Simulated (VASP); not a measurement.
# Si (P1) in VASP: notebook, part 2 of 2

VASP 6.6.1.

### 3 Single point, PBEsol

Input file INCAR:

```
SYSTEM = Si
PREC = Accurate ; ENCUT = 520
EDIFF = 1E-6 ; ISMEAR = -1
SIGMA = 0.08 ; LREAL = .False.
LASPH = .True. ; NELM = 100
ALGO = Normal ; ISIF = 2
LWAVE = .False. ; LCHARG = .False.
GGA = PS ; NBANDS = 16
```

Input file KPOINTS:

```
Automatic mesh
0
Gamma
  3 6 6
  0 0 0
```

Input file POSCAR:

```
Si
1.0
    0.0000000000      5.4437023730      5.4437023730
    2.7218511865      0.0000000000      2.7218511865
    2.7218511865      2.7218511865      0.0000000000
Si
4
Direct
    0.3738569563      0.7231633418      0.7945864237
    0.8786543922      0.7560365571      0.7131528754
    0.2401714698      0.4859817490      0.5437791777
    0.7415891288      0.5265851811      0.4534731752
```

Potentials or basis: VASP PAW PBE potentials, release 64 (Si).

On the command line:

```
$ cat potpaw_PBE.64/Si/POTCAR > POTCAR
$ mpirun -np 1 vasp_std > vasp.out
```

OUTCAR:

```text
SYSTEM = Si
   PREC = Accurate
   ENCUT = 520
   EDIFF = 1E-6
   ISMEAR = -1
   LREAL = .False.
   LASPH = .True.
   NELM = 100
   ISIF = 2
   GGA = PS

 ion  position               nearest neighbor table
   1  0.374  0.723  0.795-   4 2.33   3 2.36   3 2.37   3 2.40
   2  0.879  0.756  0.713-   3 2.29   4 2.33   4 2.40   4 2.42
   3  0.240  0.486  0.544-   2 2.29   1 2.36   1 2.37   1 2.40
   4  0.742  0.527  0.453-   2 2.33   1 2.33   2 2.40   2 2.42

  LATTYP: Found a trigonal (rhomboedric) cell.
 ALAT       =     6.6671465627
 COS(alpha) =     0.8333333333

  Lattice vectors:

 A1 = (   2.7218511865,  -2.7218511865,  -5.4437023730)
 A2 = (   5.4437023730,  -2.7218511865,  -2.7218511865)
 A3 = (   2.7218511865,  -5.4437023730,  -2.7218511865)

Analysis of symmetry for initial positions (statically):
=====================================================================
 Subroutine PRICEL returns:
 Original cell was already a primitive cell.

 Routine SETGRP: Setting up the symmetry group for a
 trigonal (rhombohedral) supercell.

 Subroutine GETGRP returns: Found  1 space group operations
 (whereof  1 operations were pure point group operations)
 out of a pool of 12 trial point group operations.

The static configuration has the point symmetry C_1 .

Analysis of symmetry for dynamics (positions and initial velocities):
=====================================================================
 Subroutine PRICEL returns:
 Original cell was already a primitive cell.

 Routine SETGRP: Setting up the symmetry group for a
 trigonal (rhombohedral) supercell.

 Subroutine GETGRP returns: Found  1 space group operations
 (whereof  1 operations were pure point group operations)
 out of a pool of 12 trial point group operations.

The dynamic configuration has the point symmetry C_1 .

 Subroutine INISYM returns: Found  1 space group operations
 (whereof  1 operations are pure point group operations),
[... 139 lines left out ...]
     AMIX_MAG =   1.60;   BMIX_MAG =  1.00
  volume/ion in A,a.u.               =      20.16       136.08
  Fermi-wavevector in a.u.,A,eV,Ry     =   0.954766  1.804247 12.402783  0.911579
  Thomas-Fermi vector in A             =   2.083543
   LORBIT       =      0    0 simple, 1 ext, 2 COOP (PROOUT), +10 PAW based schemes
   GGA     = PS    functional components
   LHFCALC =     F    Hartree Fock is set to
   AEXX    =    0.0000 exact exchange contribution
   IVDW    =     0    specifies the selected vdW correction
   LEPSILON=     F    determine dielectric tensor
   LRPA    =     F    only Hartree local field effects (RPA)
 non-spin polarized calculation
  energy-cutoff  :      520.00
  volume of cell :       80.66
 maximum number of plane-waves:      2183
 NGX is ok and might be reduce to    60
   NGX = 29   NGY = 15   NGZ = 15

 number of electron      16.0000000 magnetization

 Free energy of the ion-electron system (eV)
  ---------------------------------------------------
  ext. energy  EPLUGINS =         0.00000000
  ---------------------------------------------------
  free energy    TOTEN  =       -22.81656077 eV

  energy without entropy =      -22.81247511  energy(sigma->0) =      -22.81451794

 E-fermi :   6.0105     XC(G=0):  -9.5331

 val. band max:        5.6773414517   @ k =   0.0000   0.0000   0.0000
 cond. band min:       6.0485666633   @ k =   0.0000   0.0000   0.0000
 fundamental gap:      0.3712252116
 Fermi energy:         6.0105030512

 k-point     1 :       0.0000    0.0000    0.0000
  band No.  band energies     occupation
      1      -6.2181      2.00000
      2      -3.7664      2.00000
      3      -1.4896      2.00000
      4       4.4832      2.00000
      5       4.7287      2.00000
      6       5.4168      1.99880
[... 433 lines left out ...]
      3      -0.7917      2.00000
      4      -0.6068      2.00000
      5       1.9585      2.00000
      6       2.7666      2.00000
[... 8 lines left out ...]
     15      12.9854      0.00000
     16      13.1514      0.00000

 [... further k-points ...]

------------------------ aborting loop because EDIFF is reached ----------------------------------------

  FORCE on cell =-STRESS in cart. coord.  units (eV):
  Direction    XX          YY          ZZ          XY          YZ          ZX
  --------------------------------------------------------------------------------------
  -------------------------------------------------------------------------------------
  Total       -0.2874828     -0.3728229     -0.2454246     -0.1580449      0.4876139     -1.1237356
  in kB       -5.7104365     -7.4055971     -4.8750114     -3.1393371      9.6857564    -22.3214084
  external PRESSURE =      -5.9970150 kB  Pullay stress =       0.0000000 kB

 VOLUME and BASIS-vectors are now :
 -----------------------------------------------------------------------------
  energy-cutoff  :      520.00
  volume of cell :       80.66
      direct lattice vectors                 reciprocal lattice vectors
     0.000000000  5.443702373  5.443702373    -0.091849254  0.091849254  0.091849254
     2.721851186  0.000000000  2.721851186     0.183698507 -0.183698507  0.183698507
     2.721851186  2.721851186  0.000000000     0.183698507  0.183698507 -0.183698507

 POSITION                                       TOTAL-FORCE (eV/Angst)
 -----------------------------------------------------------------------------------
      4.13109      4.19791      4.00351         0.209703     -0.603345      0.005331
      3.99892      6.72423      6.84095         0.457039     -1.102248     -0.261128
      2.80286      2.78751      2.63019        -0.570092      0.687631      0.344608
      2.66757      5.27128      5.47028        -0.096650      1.017963     -0.088811
 -----------------------------------------------------------------------------------
    total drift:                                0.000001      0.000025      0.000020

  FREE ENERGIE OF THE ION-ELECTRON SYSTEM (eV)
  ---------------------------------------------------
  free  energy   TOTEN  =       -22.8165607723 eV

  energy  without entropy=      -22.8124751114  energy(sigma->0) =      -22.81451794
```

stdout:

```text
POSCAR found type information on POSCAR Si
 POSCAR found :  1 types and       4 ions
 scaLAPACK will be used
 -----------------------------------------------------------------------------
|                                                                             |
|                                                                             |
[... 21 lines left out ...]
|     Results are often still useful ...                                      |
|                                                                             |
 -----------------------------------------------------------------------------

 POSCAR, INCAR and KPOINTS ok, starting setup
 FFT: planning ... GRIDC
 FFT: planning ... GRID_SOFT
 FFT: planning ... GRID
 WAVECAR not read
 entering main loop
```

Run time: 26 s. Hardware: 1 thread of Intel Xeon 6975P-C (Granite Rapids), shared host; peak memory 0.23 GiB.

Results:

```yaml
Free_energy: -22.8166 eV
Pressure: -0.6 GPa
Largest_force: 1.221 eV/Å
Band_gap_on_the_k_mesh: zero (filled and empty bands touch)
```

Forces in eV/Å, atoms in the order of the input:
```
Si   0.210 -0.603  0.005
Si   0.457 -1.102 -0.261
Si  -0.570  0.688  0.345
Si  -0.097  1.018 -0.089
```

Caveat: semilocal functionals underestimate gaps, and a narrow one can read as zero; the PAW data sets were made with another functional, which shifts forces and pressure a little.

The gap in the log of VASP goes by the Fermi energy; the results here count the filled bands.